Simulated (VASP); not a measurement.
Input of a VASP 6.6.1 run:

INCAR

```
SYSTEM = Zr
ALGO = Normal
EDIFF = 1E-7
ENCUT = 520
GGA = PS
ISIF = 2
ISMEAR = -1
LASPH = .TRUE.
LCHARG = .FALSE.
LREAL = Auto
LWAVE = .FALSE.
NBANDS = 116
NELM = 100
PREC = Accurate
SIGMA = 0.1
```

Contents of KPOINTS:

```
k-points
0
G
  3 3 1
  0 0 0
```

POSCAR

```
Zr
1.0
    6.4600000000      0.0000000000      0.0000000000
    3.2300000000      5.5945240000      0.0000000000
    0.0000000000      0.0000000000     19.7180850000
Zr
17
Direct
   -0.1666667000      0.3333333000      0.0507149000
    0.3333333000      0.3333333000      0.0507149000
   -0.1666667000      0.8333333000      0.0507149000
    0.3333333000      0.8333333000      0.0507149000
    0.0003253856      0.0006312114      0.1722943711
    0.4982671460     -0.0005957215      0.1725495097
    0.0023624476      0.4983247991      0.1678765069
    0.4987273542      0.5015220532      0.1732108210
   -0.1771184881      0.3283089343      0.3012049362
    0.3494303742      0.3257556664      0.3022884778
   -0.1765420249      0.8505030563      0.2991887542
    0.3188634238      0.8405238735      0.3145904183
   -0.0236875409      0.0050323388      0.4388889390
    0.5055688464     -0.0094020180      0.4353480918
   -0.0047316530      0.5032491594      0.4075818610
    0.5024997560      0.5069165055      0.4381422762
    0.8825859180      0.5874057626      0.5297756059
```

Potentials or basis: VASP PAW PBE potentials, release 64 (Zr_sv).

Launch:

```console
$ cat potpaw_PBE.64/Zr_sv/POTCAR > POTCAR
$ mpirun -np 1 vasp_std > vasp.out
```

What does it give for the largest force?

0.151 eV/Å.

What does it give for the band gap on the k mesh?

Zero (bands 102 and 103 overlap by 0.82 eV).

Forces on the atoms (eV/Å):
```
Zr  -0.078 -0.011 -0.077
Zr   0.087 -0.045 -0.082
Zr  -0.012  0.071 -0.070
Zr  -0.007 -0.005  0.151
Zr  -0.002 -0.004  0.003
Zr  -0.005 -0.007 -0.002
Zr  -0.005  0.003 -0.002
Zr   0.004  0.015  0.001
Zr   0.021 -0.007  0.035
Zr  -0.048  0.020  0.000
Zr   0.013 -0.010  0.039
Zr   0.017 -0.032 -0.011
Zr   0.023 -0.011 -0.045
Zr   0.010  0.009  0.022
Zr   0.027 -0.023 -0.018
Zr  -0.022  0.012  0.017
Zr  -0.025  0.025  0.040
```

Caveat: the k points lie up to 0.37 Å⁻¹ apart, too coarse for converged energies and pressures of a metal; there is no dipole correction, which matters where the two faces differ; the PAW data sets were made with another functional, which shifts forces and pressure a little.
